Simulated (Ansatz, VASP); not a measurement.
This is a calculation of LiH for Ansatz 0.2.0.

The input input.yaml:

```yaml
crystal:
  lattice:
    - [0.0, 2.0502388037, 2.0502388037]
    - [2.0502388037, 0.0, 2.0502388037]
    - [2.0502388037, 2.0502388037, 0.0]
  atoms:
    - { symbol: Li, position: [0.0, 0.0, 0.0] }
    - { symbol: H, position: [0.5, 0.5, 0.5] }
kpoints:
  mp_grid: { grid: [11, 11, 11] }
scf:
  occupations: { method: fermi_dirac, width: 0.05 }
hamiltonian:
  xc: pbesol
  pseudopotentials: { kind: all_electron, lapw: { basis_error: 0.001 } }
output:
  forces: true
  stress: true
  eigenvalues: true
```

Potentials or basis: all-electron LAPW, scalar-relativistic.

Run with:

```bash
$ ansatz run input.yaml --threads 1 --pin off --max-ram 3072MiB --backend cpu --events-out ev --progress --plain --runs-dir out
```

Task: Set up the same calculation for VASP 6.6.1. Potentials there: VASP PAW PBE potentials, release 64 (Li_sv, H).

Result: As run (the cutoff follows the program's own potentials):

The input INCAR:

```
SYSTEM = LiH
ALGO = Normal
EDIFF = 1E-6
ENCUT = 520
GGA = PS
ISIF = 2
ISMEAR = -1
LASPH = .True.
LCHARG = .True.
LELF = .True.
LREAL = .False.
LVHAR = .True.
LWAVE = .False.
NBANDS = 9
NELM = 80
PREC = Accurate
SIGMA = 0.05
```

KPOINTS

```
k-points
0
Gamma
  11 11 11
  0 0 0
```

Contents of POSCAR:

```
LiH
1.0
    0.0000000000      2.0502388037      2.0502388037
    2.0502388037      0.0000000000      2.0502388037
    2.0502388037      2.0502388037      0.0000000000
Li H
1 1
Direct
    0.0000000000      0.0000000000      0.0000000000
    0.5000000000      0.5000000000      0.5000000000
```

Potentials or basis: VASP PAW PBE potentials, release 64 (Li_sv, H).

Launch:

```console
$ cat potpaw_PBE.64/Li_sv/POTCAR potpaw_PBE.64/H/POTCAR > POTCAR
$ mpirun -np 1 vasp_std > vasp.out
```

Both were run:

|  | VASP | Ansatz | Ansatz less VASP |
| --- | --- | --- | --- |
| gap on the k mesh at the Fermi level (eV) | 2.98 | 2.99 | +0.003 |
| least direct gap on the mesh (eV) | 2.98 | 2.99 | +0.003 |

VASP's potentials were made for PBE, not for PBEsol. Ansatz ran all-electron here, and VASP with PAW potentials.

Noted on VASP's run: the cutoff is short for stress, so the pressure is rough.
